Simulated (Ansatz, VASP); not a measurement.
**BaTiO3 in VASP and in Ansatz**

File INCAR:

```
PREC = Accurate ; ENCUT = 520
EDIFF = 1E-6 ; ISMEAR = -1
SIGMA = 0.05 ; LREAL = False
LASPH = True ; NELM = 60
ALGO = Normal ; ISIF = 2
LWAVE = False ; LCHARG = False
GGA = PS ; NBANDS = 28
```

KPOINTS

```
regular mesh
0
Gamma
  7 7 7
```

File POSCAR:

```
BaTiO3
1.0
    3.9855000000      0.0000000000      0.0000000000
    0.0000000000      2.8369000000      2.8451500000
    0.0000000000     -2.8369000000      2.8451500000
Ba Ti O
1 1 3
Direct
    0.0000000000      0.0000000000      0.0000000000
    0.5000000000      0.5124000000      0.5124000000
    0.5000000000      0.9918400000      0.5052400000
    0.5000000000      0.5052400000      0.9918400000
    0.0000000000      0.4874000000      0.4874000000
```

File input.yaml:

```yaml
crystal:
  lattice:
    - [3.9855, 0.0, 0.0]
    - [0.0, 2.8369, 2.84515]
    - [0.0, -2.8369, 2.84515]
  atoms:
    - { symbol: Ba, position: [0.0, 0.0, 0.0] }
    - { symbol: Ti, position: [0.5, 0.5124, 0.5124] }
    - { symbol: O, position: [0.5, 0.99184, 0.50524] }
    - { symbol: O, position: [0.5, 0.50524, 0.99184] }
    - { symbol: O, position: [0.0, 0.4874, 0.4874] }
kpoints:
  mp_grid: { grid: [7, 7, 7] }
scf:
  occupations: { method: fermi_dirac, width: 0.05 }
hamiltonian:
  xc: pbesol
  pseudopotentials: { kind: all_electron, lapw: { basis_error: 0.002 } }
output:
  forces: true
  stress: true
  eigenvalues: true
```

Alike in both runs: task single point; functional PBEsol; k mesh 7 × 7 × 7; occupations fermi-dirac, width 0.05 eV; no spin polarisation.

```csv
,VASP,Ansatz
version,VASP 6.6.1,Ansatz 0.2.0
potentials or method,"VASP PAW PBE potentials, release 64 (Ba_sv, Ti_sv, O), cutoff 520 eV","all-electron LAPW, scalar-relativistic"
```

|  | VASP | Ansatz | Ansatz less VASP |
| --- | --- | --- | --- |
| gap on the k mesh at the Fermi level (eV) | 1.88 | 1.94 | +0.058 |
| least direct gap on the mesh (eV) | 2.01 | 2.03 | +0.019 |
| pressure (GPa) | -2.1 | -3.9 | -1.80 |
| traceless stress, the component that is largest in VASP (GPa) | -0.37 | -0.38 | -0.006 |
| rms of the force components (eV/Å) | 0.131 | 0.137 | +0.0059 |

VASP's potentials were made for PBE, not for PBEsol. Atom by atom the forces differ by 0.014 eV/Å (rms over components). Ansatz ran all-electron here, and VASP with PAW potentials.

Neither program's run includes spin-orbit coupling.
